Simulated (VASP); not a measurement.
Write the native input for VASP 6.6.1 that does the following.

```
Task                   : single point
Functional             : LDA
Potentials or basis    : VASP PAW LDA potentials, release 64 (Ga_d)
Cutoff                 : 520 eV
k mesh                 : 12 × 12 × 10
Occupations            : gaussian, width 0.1 eV
Spin                   : no spin polarisation
Dipole correction      : no
Further INCAR settings : ALGO = Fast; EDIFF = 1e-06; NBANDS = 34
```

The structure of Ga lies in POSCAR:

```
Ga
1.0
    2.2084523423     -3.7460953639      0.0000000000
    2.2084523423      3.7460953639      0.0000000000
    0.0000000000      0.0000000000      4.4387787143
Ga
4
Direct
    0.6560033667      0.3439966333      0.4156269758
    0.8439966333      0.1560033667      0.9156269758
    0.3439966333      0.6560033667      0.5843730242
    0.1560033667      0.8439966333      0.0843730242
```

These files were run (other wordings do the same):

INCAR

```
SYSTEM = Ga
ALGO = Fast
EDIFF = 1E-6
ENCUT = 520
GGA = CA
ISIF = 2
ISMEAR = 0
LASPH = .TRUE.
LCHARG = .FALSE.
LREAL = .FALSE.
LWAVE = .FALSE.
NBANDS = 34
NELM = 60
PREC = Accurate
SIGMA = 0.1
```

KPOINTS

```
k-points
0
G
  12 12 10
  0 0 0
```

Potentials or basis: VASP PAW LDA potentials, release 64 (Ga_d).

Command:

```bash
$ cat potpaw_LDA.64/Ga_d/POTCAR > POTCAR
$ mpirun -np 1 vasp_std > vasp.out
```

Results of the run:

```
Pressure               : 0.2 GPa
Band gap on the k mesh : zero (band 26 reaches 5.82 eV, above the bottom of band 27 at 4.41 eV)
```

It took 8 min on 1 thread of Intel(R) Xeon(R) Platinum 8259CL CPU @ 2.50GHz (Skylake/Cascade Lake), with other jobs on the host, peak memory 0.5 GiB.
